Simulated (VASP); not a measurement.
LiH, 2 atoms in the cell. Symmetry: R-3m, No. 166, trigonal system. The conventional cell has a = 2.833 Å, b = 2.833 Å, c = 7.252 Å, α = 90.00°, β = 90.00°, γ = 120.00°. Within 2.7 Å of Li (site symmetry -3m) lie 6 H at 2.03 Å. Within 2.7 Å of H (site symmetry -3m) lie 6 Li at 2.03 Å.  This cell differs from its parent crystal: strain along [111] +4.5%.

| Item | Value |
| --- | --- |
| Program | VASP 6.6.1 |
| Task | single point |
| Functional | PBE |
| Potentials or basis | VASP PAW PBE potentials, release 64 (Li_sv, H) |
| Cutoff | 520 eV |
| k mesh | 10 × 10 × 10 |
| Occupations | fermi-dirac, width 0.02 eV |
| Spin | no spin polarisation |
| Dipole correction | no |
| Further INCAR settings | ALGO = Normal; EDIFF = 1e-06; NBANDS = 9 |

Potentials or basis: VASP PAW PBE potentials, release 64 (Li_sv, H).

Command:

```sh
$ cat potpaw_PBE.64/Li_sv/POTCAR potpaw_PBE.64/H/POTCAR > POTCAR
$ mpirun -np 1 vasp_std > vasp.out
```

Hardware: 1 thread of Intel(R) Xeon(R) 6975P-C (Granite Rapids), on a shared host.

**Question.** How long does it take, and how much memory?

**Answer.** Wall time 4.6 s on 1 thread of Intel(R) Xeon(R) 6975P-C (Granite Rapids) (shared host), peak memory 0.13 GiB. Counts: scf iterations 10, k points 116.
